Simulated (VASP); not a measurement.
# Ta (Pm-3m) in VASP: single point with PBEsol

Aim: the single point of Ta with PBEsol.

Everything below comes from runs of VASP 6.6.1. Logs are shortened: lines on timing, memory, paths and dates and some standing lists are left out, and cuts for length are marked.

### Step 1. The cell of the first run

The structure is cubic, space group Pm-3m (No. 221). The conventional cell has a = 2.698 Å, b = 2.698 Å, c = 2.698 Å, α = 90.00°, β = 90.00°, γ = 90.00°. Ta (site symmetry m-3m) has 6 Ta at 2.70 Å within 3.6 Å.

### Step 2. Single point, PBEsol

The input, INCAR:

```
PREC     = Accurate       # precision mode
ENCUT    = 520            # plane-wave cutoff, eV
EDIFF    = 1E-6           # SCF threshold, eV
ISMEAR   = -1             # smearing method
SIGMA    = 0.13605693000000002 # smearing width, eV
LREAL    = F              # projectors in reciprocal space
LASPH    = T              # aspherical terms in the spheres
NELM     = 100            # most SCF steps
ALGO     = Normal         # electronic algorithm
ISIF     = 2              # what is computed and relaxed
LWAVE    = F              # write WAVECAR
LCHARG   = F              # write CHGCAR
GGA      = PS             # functional
NBANDS   = 12             # bands
```

The input, KPOINTS:

```
Automatic mesh
0
Gamma
  12 12 12
```

The input, POSCAR:

```
Ta
1.0
    2.6979866106      0.0000000000      0.0000000000
    0.0000000000      2.6979866106      0.0000000000
    0.0000000000      0.0000000000      2.6979866106
Ta
1
Direct
    0.0000000000      0.0000000000      0.0000000000
```

Potentials or basis: VASP PAW PBE potentials, release 64 (Ta_pv).

The run is started by

```console
cat potpaw_PBE.64/Ta_pv/POTCAR > POTCAR
mpirun -np 1 vasp_std > vasp.out
```

OUTCAR:

```text
PREC = Accurate
   ENCUT = 520
   EDIFF = 1E-6
   ISMEAR = -1
   LREAL = F
   LASPH = T
   NELM = 100
   ISIF = 2
   GGA = PS

 ion  position               nearest neighbor table
   1  0.000  0.000  0.000-

  LATTYP: Found a simple cubic cell.
 ALAT       =     2.6979866106

  Lattice vectors:

 A1 = (   2.6979866106,   0.0000000000,   0.0000000000)
 A2 = (   0.0000000000,   2.6979866106,   0.0000000000)
 A3 = (   0.0000000000,   0.0000000000,   2.6979866106)

Analysis of symmetry for initial positions (statically):
=====================================================================
 Subroutine PRICEL returns:
 Original cell was already a primitive cell.

 Routine SETGRP: Setting up the symmetry group for a
 simple cubic supercell.

 Subroutine GETGRP returns: Found 48 space group operations
 (whereof 48 operations were pure point group operations)
 out of a pool of 48 trial point group operations.

The static configuration has the point symmetry O_h .

Analysis of symmetry for dynamics (positions and initial velocities):
=====================================================================
 Subroutine PRICEL returns:
 Original cell was already a primitive cell.

 Routine SETGRP: Setting up the symmetry group for a
 simple cubic supercell.

 Subroutine GETGRP returns: Found 48 space group operations
 (whereof 48 operations were pure point group operations)
 out of a pool of 48 trial point group operations.

The dynamic configuration has the point symmetry O_h .

 Subroutine INISYM returns: Found 48 space group operations
 (whereof 48 operations are pure point group operations),
 and found     1 'primitive' translations

----------------------------------------------------------------------------------------

                                     Primitive cell

  volume of cell :      19.6390

  direct lattice vectors                    reciprocal lattice vectors
     2.697986611  0.000000000  0.000000000     0.370646762  0.000000000  0.000000000
     0.000000000  2.697986611  0.000000000     0.000000000  0.370646762  0.000000000
     0.000000000  0.000000000  2.697986611     0.000000000  0.000000000  0.370646762

  length of vectors
     2.697986611  2.697986611  2.697986611     0.370646762  0.370646762  0.370646762

  position of ions in fractional coordinates (direct lattice)
     0.000000000  0.000000000  0.000000000

  ion indices of the primitive-cell ions
   primitive index   ion index
                 1           1

----------------------------------------------------------------------------------------
[... 80 lines left out ...]
   PSTRESS=    0.0 pullay stress
   NELECT =      11.0000    total number of electrons
   NUPDOWN=      -1.0000    fix difference up-down
   EMIN   =  10.00;   EMAX   =-10.00  energy-range for DOS
   EFERMI =   0.00;   METHOD = LEGACY
   ISMEAR =    -1;   SIGMA  =   0.14  broadening in eV -4-tet -1-fermi 0-gaus
   EFERMI_NEDOS =   21; number of points for ismear=-14 and -15
   IALGO  =     38    algorithm
   IMIX   =      4    mixing-type and parameters
     AMIX     =   0.40;   BMIX     =  1.00
     AMIX_MAG =   1.60;   BMIX_MAG =  1.00
  volume/ion in A,a.u.               =      19.64       132.53
  Fermi-wavevector in a.u.,A,eV,Ry     =   1.349478  2.550144 24.777460  1.821092
  Thomas-Fermi vector in A             =   2.477062
   LORBIT       =      0    0 simple, 1 ext, 2 COOP (PROOUT), +10 PAW based schemes
   GGA     = PS    functional components
   LHFCALC =     F    Hartree Fock is set to
   AEXX    =    0.0000 exact exchange contribution
   IVDW    =     0    specifies the selected vdW correction
   LEPSILON=     F    determine dielectric tensor
   LRPA    =     F    only Hartree local field effects (RPA)
 non-spin polarized calculation
  energy-cutoff  :      520.00
  volume of cell :       19.64
 maximum number of plane-waves:       552
   NGX = 11   NGY = 11   NGZ = 11

 number of electron      11.0000001 magnetization

 Free energy of the ion-electron system (eV)
  ---------------------------------------------------
  ext. energy  EPLUGINS =         0.00000000
  ---------------------------------------------------
  free energy    TOTEN  =       -11.43942721 eV

  energy without entropy =      -11.39079722  energy(sigma->0) =      -11.41511221

 E-fermi :   4.6779     XC(G=0): -12.1756

 val. band max:        4.6338254122   @ k =   0.5000   0.4167   0.1667
 cond. band min:       4.7150685504   @ k =   0.3333   0.3333   0.2500
 fundamental gap:      0.0812431381
 Fermi energy:         4.6779189318

 k-point     1 :       0.0000    0.0000    0.0000
  band No.  band energies     occupation
      1     -28.5477      2.00000
      2     -28.5477      2.00000
      3     -28.5477      2.00000
      4      -2.7808      2.00000
      5       1.9048      2.00000
      6       1.9048      2.00000
      7      11.1481      0.00000
      8      11.1481      0.00000
      9      11.1481      0.00000
     10      19.1278      0.00000
     11      19.6268      0.00000
     12      19.6268      0.00000
[... 331 lines left out ...]
 k-point    24 :       0.4167    0.3333    0.0000
  band No.  band energies     occupation
      1     -29.6926      2.00000
      2     -29.4312      2.00000
      3     -28.3405      2.00000
      4       1.2583      2.00000
      5       2.7114      2.00000
      6       7.2894      0.00000
      7       7.9323      0.00000
      8       8.6486      0.00000
      9       8.8164      0.00000
     10      15.0098      0.00000
     11      18.8499      0.00000
     12      19.2847      0.00000

 [... further k-points ...]

------------------------ aborting loop because EDIFF is reached ----------------------------------------

  FORCE on cell =-STRESS in cart. coord.  units (eV):
  Direction    XX          YY          ZZ          XY          YZ          ZX
  --------------------------------------------------------------------------------------
  -------------------------------------------------------------------------------------
  Total        0.2449326      0.2449326      0.2449326     -0.0000000     -0.0000000     -0.0000000
  in kB       19.9819468     19.9819468     19.9819468     -0.0000000     -0.0000000     -0.0000000
  external PRESSURE =      19.9819468 kB  Pullay stress =       0.0000000 kB

 VOLUME and BASIS-vectors are now :
 -----------------------------------------------------------------------------
  energy-cutoff  :      520.00
  volume of cell :       19.64
      direct lattice vectors                 reciprocal lattice vectors
     2.697986611  0.000000000  0.000000000     0.370646762  0.000000000  0.000000000
     0.000000000  2.697986611  0.000000000     0.000000000  0.370646762  0.000000000
     0.000000000  0.000000000  2.697986611     0.000000000  0.000000000  0.370646762

 POSITION                                       TOTAL-FORCE (eV/Angst)
 -----------------------------------------------------------------------------------
      0.00000      0.00000      0.00000         0.000000      0.000000      0.000000
 -----------------------------------------------------------------------------------
    total drift:                                0.000000      0.000000      0.000000

  FREE ENERGIE OF THE ION-ELECTRON SYSTEM (eV)
  ---------------------------------------------------
  free  energy   TOTEN  =       -11.4394272066 eV

  energy  without entropy=      -11.3907972166  energy(sigma->0) =      -11.41511221
```

stdout:

```text
POSCAR found type information on POSCAR Ta
 POSCAR found :  1 types and       1 ions
 scaLAPACK will be used
 -----------------------------------------------------------------------------
|                                                                             |
|                                                                             |
|     You enforced a specific xc type in the INCAR file but a different       |
|     I HOPE YOU KNOW WHAT YOU ARE DOING!                                     |
|                                                                             |
 -----------------------------------------------------------------------------

 LDA part: xc-table for (Slater+PW92), standard interpolation
 POSCAR, INCAR and KPOINTS ok, starting setup
 FFT: planning ... GRIDC
 FFT: planning ... GRID_SOFT
 FFT: planning ... GRID
 WAVECAR not read
 entering main loop
```

Run time: 5.1 s. Hardware: 1 thread of Intel Xeon 6975P-C (Granite Rapids), shared host; peak memory 0.13 GiB.

Results:

* Free energy: -11.4394 eV
* Pressure: 2.0 GPa

Levels at points of the mesh, in eV from the Fermi level:
```csv
k point,band 4,band 5,band 6,band 7,band 8,band 9
"(0.00, 0.00, 0.00)",-7.46,-2.77,-2.77,6.47,6.47,6.47
"(0.50, 0.00, 0.00)",-3.86,-1.75,0.06,2.47,2.47,6.91
"(0.50, 0.50, 0.00)",-4.25,-1.44,3.31,3.31,5.40,5.40
"(0.50, 0.50, 0.50)",-2.52,-2.52,-2.52,7.58,9.51,9.51
```

Caveat: the PAW data sets were made with another functional, which shifts forces and pressure a little; spin-orbit coupling is left out, which moves the levels of the heavy elements.
